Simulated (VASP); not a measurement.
# GaN (P6_3mc) in VASP: further runs

GaN is run at these levels: PBE; tasks: single point, relaxation of the atoms.

Program: VASP 6.6.1. These are calculated values, not measurements. Logs are shortened: lines on timing, memory, paths and dates and some standing lists are left out, and cuts for length are marked.

## (1) The cell of the first run

It takes space group P6_3mc (No. 186, hexagonal). Conventional cell: a = 3.189 Å, b = 3.189 Å, c = 5.185 Å, α = 90.00°, β = 90.00°, γ = 120.00°. Ga (site symmetry 3m) has 4 N at 1.95 Å within 2.6 Å. Within 2.6 Å of N (site symmetry 3m) lie 4 Ga at 1.95 Å.

## (2) Single point, PBE

Contents of INCAR:

```
  ALGO = Normal
  EDIFF = 1E-7
  ENCUT = 520
  GGA = PE
  ISIF = 2
  ISMEAR = 0
  LASPH = True
  LCHARG = True
  LELF = True
  LREAL = False
  LVHAR = True
  LWAVE = False
  NBANDS = 26
  NELM = 60
  PREC = Accurate
  SIGMA = 0.05
```

Contents of KPOINTS:

```
k-points
0
Gamma
  8 8 5
```

Contents of POSCAR:

```
GaN
1.0
    3.1889999985      0.0000000000      0.0000000000
   -1.5944999992      2.7617550113      0.0000000000
    0.0000000000      0.0000000000      5.1850000000
Ga N
2 2
Direct
    0.3333333333      0.6666666667      0.0000000000
    0.6666666667      0.3333333333      0.5000000000
    0.3333333333      0.6666666667      0.3770000000
    0.6666666667      0.3333333333      0.8770000000
```

Potentials or basis: VASP PAW PBE potentials, release 64 (Ga_d, N).

Command:

```console
$ cat potpaw_PBE.64/Ga_d/POTCAR potpaw_PBE.64/N/POTCAR > POTCAR
$ mpirun -np 1 vasp_std > vasp.out
```

OUTCAR:

```text
EDIFF = 1E-7
   ENCUT = 520
   GGA = PE
   ISIF = 2
   ISMEAR = 0
   LASPH = True
   LREAL = False
   NELM = 60
   PREC = Accurate

 ion  position               nearest neighbor table
   1  0.333  0.667  0.000-   4 1.95   4 1.95   4 1.95   3 1.95
   2  0.667  0.333  0.500-   3 1.95   3 1.95   3 1.95   4 1.95
   3  0.333  0.667  0.377-   2 1.95   2 1.95   2 1.95   1 1.95
   4  0.667  0.333  0.877-   1 1.95   1 1.95   1 1.95   2 1.95

  LATTYP: Found a hexagonal cell.
 ALAT       =     3.1889999985
 C/A-ratio  =     1.6259015373

  Lattice vectors:

 A1 = (   3.1889999985,   0.0000000000,   0.0000000000)
 A2 = (  -1.5944999992,   2.7617550113,   0.0000000000)
 A3 = (   0.0000000000,   0.0000000000,   5.1850000000)

Analysis of symmetry for initial positions (statically):
=====================================================================
 Subroutine PRICEL returns:
 Original cell was already a primitive cell.

 Routine SETGRP: Setting up the symmetry group for a
 hexagonal supercell.

 Subroutine GETGRP returns: Found 12 space group operations
 (whereof  6 operations were pure point group operations)
 out of a pool of 24 trial point group operations.

The static configuration has the point symmetry C_3v.
 The point group associated with its full space group is C_6v.

Analysis of symmetry for dynamics (positions and initial velocities):
=====================================================================
 Subroutine PRICEL returns:
 Original cell was already a primitive cell.

 Routine SETGRP: Setting up the symmetry group for a
 hexagonal supercell.

 Subroutine GETGRP returns: Found 12 space group operations
 (whereof  6 operations were pure point group operations)
 out of a pool of 24 trial point group operations.

The dynamic configuration has the point symmetry C_3v.
 The point group associated with its full space group is C_6v.

 Subroutine INISYM returns: Found 12 space group operations
 (whereof  6 operations are pure point group operations),
 and found     1 'primitive' translations

----------------------------------------------------------------------------------------

                                     Primitive cell

  volume of cell :      45.6655

  direct lattice vectors                    reciprocal lattice vectors
     3.188999998  0.000000000  0.000000000     0.313577924  0.181044299  0.000000000
    -1.594499999  2.761755011  0.000000000     0.000000000  0.362088598  0.000000000
     0.000000000  0.000000000  5.185000000     0.000000000  0.000000000  0.192864031

  length of vectors
     3.188999998  3.188999998  5.185000000     0.362088598  0.362088598  0.192864031

  position of ions in fractional coordinates (direct lattice)
     0.333333333  0.666666667  0.000000000
     0.666666667  0.333333333  0.500000000
     0.333333333  0.666666667  0.377000000
     0.666666667  0.333333333  0.877000000

  ion indices of the primitive-cell ions
   primitive index   ion index
                 1           1
                 2           2
                 3           3
                 4           4

----------------------------------------------------------------------------------------

 KPOINTS: k-points

Automatic generation of k-mesh.
 Grid dimensions read from file:
 generate k-points for:    8    8    5

 Generating k-lattice:

  Cartesian coordinates                     Fractional coordinates (reciprocal lattice)
     0.039197241  0.022630537  0.000000000     0.125000000 -0.000000000  0.000000000
     0.000000000  0.045261075  0.000000000     0.000000000  0.125000000  0.000000000
     0.000000000  0.000000000  0.038572806     0.000000000  0.000000000  0.200000000

  Length of vectors
     0.045261075  0.045261075  0.038572806

  Shift w.r.t. Gamma in fractional coordinates (k-lattice)
     0.000000000  0.000000000  0.000000000

 Subroutine IBZKPT returns following result:
 ===========================================

 Found     30 irreducible k-points:

 Following reciprocal coordinates:
            Coordinates               Weight
  0.000000  0.000000  0.000000      1.000000
  0.125000  0.000000  0.000000      6.000000
  0.250000  0.000000  0.000000      6.000000
  0.375000  0.000000  0.000000      6.000000
  0.500000  0.000000  0.000000      3.000000
  0.125000  0.125000  0.000000      6.000000
[... 16 lines left out ...]
  0.250000  0.000000  0.400000     12.000000
  0.375000  0.000000  0.400000     12.000000
 [... further k-points ...]
   k-points           NKPTS =     30   k-points in BZ     NKDIM =     30   number of bands    NBANDS=     26
   number of dos      NEDOS =    301   number of ions     NIONS =      4
   total plane-waves  NPLWV =  23040
   dimension x,y,z NGX =    24 NGY =   24 NGZ =   40
   dimension x,y,z NGXF=    48 NGYF=   48 NGZF=   80
   ions per type =               2   2
   NGX,Y,Z   is equivalent  to a cutoff of  12.51, 12.51, 12.83 a.u.
   NGXF,Y,Z  is equivalent  to a cutoff of  25.02, 25.02, 25.65 a.u.
 SYSTEM =  unknown system
   PREC   = accura    normal or accurate (medium, high low for compatibility)
   ISTART =      0    job   : 0-new  1-cont  2-samecut
   ICHARG =      2    charge: 1-file 2-atom 10-const
   ISPIN  =      1    spin polarized calculation?
   LNONCOLLINEAR =      F non collinear calculations
   LSORBIT =      F    spin-orbit coupling
   LASPH  =      T    aspherical Exc in radial PAW
   ENCUT  =  520.0 eV  38.22 Ry    6.18 a.u.   5.93  5.93  9.64*2*pi/ulx,y,z
   NELM   =     60;   NELMIN=  2; NELMDL= -5     # of ELM steps
   EDIFF  = 0.1E-06   stopping-criterion for ELM
   LREAL  =      F    real-space projection
   EDIFFG = 0.1E-05   stopping-criterion for IOM
   NSW    =      0    number of steps for IOM
   IBRION =     -1    ionic relax: 0-MD 1-quasi-New 2-CG
   NFREE  =      0    steps in history (QN), initial steepest desc. (CG)
   ISIF   =      2    stress and relaxation
   ISYM   =      2    0-nonsym 1-usesym 2-fastsym
   POTIM  = 0.5000    time-step for ionic-motion
   TEBEG  =    0.0;   TEEND  =   0.0 temperature during run
   PSTRESS=    0.0 pullay stress
   NELECT =      36.0000    total number of electrons
   NUPDOWN=      -1.0000    fix difference up-down
   EMIN   =  10.00;   EMAX   =-10.00  energy-range for DOS
   EFERMI =   0.00;   METHOD = LEGACY
   ISMEAR =     0;   SIGMA  =   0.05  broadening in eV -4-tet -1-fermi 0-gaus
   EFERMI_NEDOS =   21; number of points for ismear=-14 and -15
   IALGO  =     38    algorithm
   IMIX   =      4    mixing-type and parameters
     AMIX     =   0.40;   BMIX     =  1.00
     AMIX_MAG =   1.60;   BMIX_MAG =  1.00
  volume/ion in A,a.u.               =      11.42        77.04
  Fermi-wavevector in a.u.,A,eV,Ry     =   1.512329  2.857887 31.118402  2.287138
  Thomas-Fermi vector in A             =   2.622267
   LORBIT       =      0    0 simple, 1 ext, 2 COOP (PROOUT), +10 PAW based schemes
   GGA     = PE    functional components
   LHFCALC =     F    Hartree Fock is set to
   AEXX    =    0.0000 exact exchange contribution
   IVDW    =     0    specifies the selected vdW correction
   LEPSILON=     F    determine dielectric tensor
   LRPA    =     F    only Hartree local field effects (RPA)
 non-spin polarized calculation
 Gauss-broadening in eV      SIGMA  =   0.05
  energy-cutoff  :      520.00
  volume of cell :       45.67
 maximum number of plane-waves:      1248
 NGX is ok and might be reduce to    24
   NGX = 11   NGY = 11   NGZ = 19

 number of electron      35.9999985 magnetization

 Free energy of the ion-electron system (eV)
  ---------------------------------------------------
  ext. energy  EPLUGINS =         0.00000000
  ---------------------------------------------------
  free energy    TOTEN  =       -24.30335562 eV

  energy without entropy =      -24.30335562  energy(sigma->0) =      -24.30335562

 E-fermi :   5.5271     XC(G=0): -11.6719

 val. band max:        5.3210800725   @ k =   0.0000   0.0000   0.0000
 cond. band min:       7.2416739771   @ k =   0.0000   0.0000   0.0000
 fundamental gap:      1.9205939047
 Fermi energy:         5.5270672714

 k-point     1 :       0.0000    0.0000    0.0000
  band No.  band energies     occupation
      1     -10.6591      2.00000
      2      -9.7364      2.00000
      3      -8.1139      2.00000
      4      -8.0991      2.00000
      5      -8.0991      2.00000
      6      -8.0376      2.00000
[... 18 lines left out ...]
     25      17.0222      0.00000
     26      17.0222      0.00000

 k-point     2 :       0.1250    0.0000    0.0000
  band No.  band energies     occupation
      1     -10.5094      2.00000
      2      -9.6986      2.00000
      3      -8.0975      2.00000
      4      -8.0778      2.00000
      5      -8.0503      2.00000
      6      -8.0179      2.00000
[... 18 lines left out ...]
     25      16.5922      0.00000
     26      17.3450      0.00000

 k-point     3 :       0.2500    0.0000    0.0000
  band No.  band energies     occupation
      1     -10.1571      2.00000
      2      -9.6264      2.00000
      3      -8.0589      2.00000
      4      -8.0402      2.00000
      5      -7.9752      2.00000
      6      -7.9356      2.00000
[... 18 lines left out ...]
     25      16.7545      0.00000
     26      18.0194      0.00000

 k-point     4 :       0.3750    0.0000    0.0000
  band No.  band energies     occupation
      1      -9.8512      2.00000
      2      -9.5804      2.00000
      3      -8.0457      2.00000
      4      -8.0258      2.00000
      5      -7.9383      2.00000
      6      -7.8822      2.00000
[... 18 lines left out ...]
     25      17.2149      0.00000
     26      18.5889      0.00000
[... 496 lines left out ...]
      1     -10.1403      2.00000
      2      -9.8784      2.00000
      3      -8.0726      2.00000
      4      -8.0615      2.00000
      5      -8.0521      2.00000
      6      -8.0396      2.00000
[... 18 lines left out ...]
     25      15.8980      0.00000
     26      16.4052      0.00000

 k-point    23 :       0.2500    0.0000    0.4000
  band No.  band energies     occupation
      1      -9.8915      2.00000
      2      -9.7251      2.00000
      3      -8.0475      2.00000
      4      -8.0208      2.00000
      5      -8.0062      2.00000
      6      -7.9736      2.00000
[... 18 lines left out ...]
     25      16.6368      0.00000
     26      17.2336      0.00000

 k-point    24 :       0.3750    0.0000    0.4000
  band No.  band energies     occupation
      1      -9.6993      2.00000
      2      -9.6161      2.00000
      3      -8.0544      2.00000
      4      -8.0203      2.00000
      5      -7.9674      2.00000
      6      -7.9167      2.00000
[... 18 lines left out ...]
     25      16.9665      0.00000
     26      17.8976      0.00000

 [... further k-points ...]

------------------------ aborting loop because EDIFF is reached ----------------------------------------

  FORCE on cell =-STRESS in cart. coord.  units (eV):
  Direction    XX          YY          ZZ          XY          YZ          ZX
  --------------------------------------------------------------------------------------
  -------------------------------------------------------------------------------------
  Total        1.5115078      1.5115078      1.6811070      0.0000000      0.0000000      0.0000000
  in kB       53.0313316     53.0313316     58.9817292      0.0000000      0.0000000      0.0000000
  external PRESSURE =      55.0147975 kB  Pullay stress =       0.0000000 kB

 VOLUME and BASIS-vectors are now :
 -----------------------------------------------------------------------------
  energy-cutoff  :      520.00
  volume of cell :       45.67
      direct lattice vectors                 reciprocal lattice vectors
     3.188999998  0.000000000  0.000000000     0.313577924  0.181044299  0.000000000
    -1.594499999  2.761755011  0.000000000     0.000000000  0.362088598  0.000000000
     0.000000000  0.000000000  5.185000000     0.000000000  0.000000000  0.192864031

 POSITION                                       TOTAL-FORCE (eV/Angst)
 -----------------------------------------------------------------------------------
     -0.00000      1.84117      0.00000         0.000000     -0.000000      0.001314
      1.59450      0.92059      2.59250        -0.000000      0.000000      0.001314
     -0.00000      1.84117      1.95475        -0.000000     -0.000000     -0.001314
      1.59450      0.92059      4.54725        -0.000000     -0.000000     -0.001314
 -----------------------------------------------------------------------------------
    total drift:                               -0.000001     -0.000001     -0.000459

  FREE ENERGIE OF THE ION-ELECTRON SYSTEM (eV)
  ---------------------------------------------------
  free  energy   TOTEN  =       -24.3033556209 eV

  energy  without entropy=      -24.3033556209  energy(sigma->0) =      -24.30335562
```

Run time: 35 s. Hardware: 1 thread of Intel Xeon Platinum 8259CL at 2.50GHz (Skylake/Cascade Lake), shared host; peak memory 0.17 GiB.

Results:

```yaml
Free_energy: -24.3034 eV
Pressure: 5.5 GPa
Band_gap_on_the_k_mesh: 1.92 eV
```

Levels at points of the mesh, in eV from the valence-band top:
```tsv
k point	band 16	band 17	band 18	band 19	band 20	band 21
(0.00, 0.00, 0.00)	-0.03	0.00	0.00	1.92	4.24	9.21
(0.50, 0.00, 0.00)	-2.74	-2.19	-1.00	5.06	5.57	6.07
```

Caveat: the cell stands under pressure.

## (3) Relaxation of the atoms, PBE

Contents of INCAR:

```
SYSTEM = GaN
  PREC = Accurate
  ENCUT = 520
  EDIFF = 1E-6
  ISMEAR = 0
  SIGMA = 0.05
  LREAL = .FALSE.
  LASPH = .TRUE.
  NELM = 60
  ALGO = Normal
  ISIF = 2
  LWAVE = .FALSE.
  LCHARG = .FALSE.
  GGA = PE
  IBRION = 2
  NSW = 80
  EDIFFG = -0.003
```

Contents of KPOINTS:

```
Automatic mesh
0
G
  8 8 5
  0 0 0
```

Changes to POSCAR since step 2:

```diff
@@ -2,4 +2,4 @@
 1.0
-    3.1889999985      0.0000000000      0.0000000000
-   -1.5944999992      2.7617550113      0.0000000000
+    3.1890000000      0.0000000000      0.0000000000
+   -1.5945000000      2.7617550100      0.0000000000
     0.0000000000      0.0000000000      5.1850000000
```

Potentials or basis: VASP PAW PBE potentials, release 64 (Ga_d, N).

Command:

```console
$ cat potpaw_PBE.64/Ga_d/POTCAR potpaw_PBE.64/N/POTCAR > POTCAR
$ mpirun -np 1 vasp_std > vasp.out
```

Wall time 32 s (1 thread of Intel Xeon Platinum 8259CL at 2.50GHz (Skylake/Cascade Lake), shared host); peak memory 0.17 GiB.

It converged, with:

```yaml
Free_energy: -24.3034 eV
Pressure_after_relaxing: 5.5 GPa
Band_gap_on_the_k_mesh: 1.92 eV
```

Stress tensor (GPa, compression positive):
```
5.26 0.00 0.00
0.00 5.26 0.00
0.00 0.00 5.85
```

Final structure:
```
CELL_PARAMETERS angstrom
3.18900 0.00000 0.00000
-1.59450 2.76176 0.00000
0.00000 0.00000 5.18500
ATOMIC_POSITIONS crystal
Ga 0.33333 0.66667 0.00000
Ga 0.66667 0.33333 0.50000
N 0.33333 0.66667 0.37700
N 0.66667 0.33333 0.87700
```

Levels at points of the mesh, in eV from the valence-band top:
```
           k point  band 14  band 15  band 16  band 17  band 18  band 19  band 20  band 21  band 22
(0.00, 0.00, 0.00)    -1.04    -1.04    -0.03     0.00     0.00     1.92     4.24     9.21     9.88
(0.50, 0.00, 0.00)    -5.28    -4.19    -2.74    -2.19    -1.00     5.06     5.57     6.07     8.60
```
